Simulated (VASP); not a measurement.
C: single point with PBE+D3(BJ)

Crystal: C.

```xyz
2
Lattice="0.0000 2.1482 3.4204 1.2409 0.0000 3.4204 1.2409 2.1482 0.0000" Properties=species:S:1:pos:R:3 pbc="T T T"
C     1.2409    0.6407    3.4204
C     1.2409    3.6557    3.4204
```

This cell differs from its parent crystal: atoms shifted along a free coordinate.

```yaml
Program: VASP 6.6.1
Task: single point
Functional: PBE
Dispersion: D3(BJ)
Potentials_or_basis: VASP PAW PBE potentials, release 64 (C)
Cutoff: 520 eV
k_mesh: 16 × 16 × 16
Occupations: gaussian, width 0.03 eV
Spin: no spin polarisation
Dipole_correction: no
Further_INCAR_settings: ALGO = Normal; EDIFF = 1e-06; NBANDS = 11
```

The pressure is 6.2 GPa, the largest force is 9.113 eV/Å and the band gap on the k mesh is zero (bands 4 and 5 overlap by 0.52 eV). The dispersion energy per atom is -0.153 eV.

Forces on the atoms (eV/Å):
```
C    0.000  9.113  0.000
C    0.000 -9.113  0.000
```

Stress tensor (GPa, compression positive):
```
-8.12  0.00  0.00
 0.00 27.56  0.00
 0.00  0.00 -0.69
```

Levels at points of the mesh, in eV from the Fermi level:
| k point | band 1 | band 2 | band 3 | band 4 | band 5 | band 6 | band 7 | band 8 |
| --- | --- | --- | --- | --- | --- | --- | --- | --- |
| (0.00, 0.00, 0.00) | -19.13 | -6.22 | -4.65 | -0.31 | 4.61 | 5.79 | 10.71 | 11.78 |
| (0.50, 0.00, 0.00) | -14.33 | -12.08 | -6.15 | -2.56 | 2.94 | 6.59 | 12.62 | 13.94 |
| (0.50, 0.50, 0.00) | -18.88 | -7.99 | -4.62 | -0.35 | 5.73 | 10.42 | 10.53 | 11.85 |
| (0.50, 0.00, 0.50) | -14.12 | -13.23 | -5.12 | -0.01 | 0.95 | 8.25 | 11.05 | 11.76 |
| (0.00, 0.50, 0.50) | -13.99 | -13.03 | -5.18 | -1.47 | -0.22 | 7.90 | 14.21 | 17.78 |

Wall time 83 s on 1 thread of Intel(R) Xeon(R) 6975P-C (Granite Rapids) (shared host), peak memory 0.22 GiB.

Caveat: the cell differs from its parent crystal (atoms shifted along a free coordinate); the cell stands under pressure; forces of over 1 eV/Å act on the atoms, so gaps and moduli don't describe the material at rest.
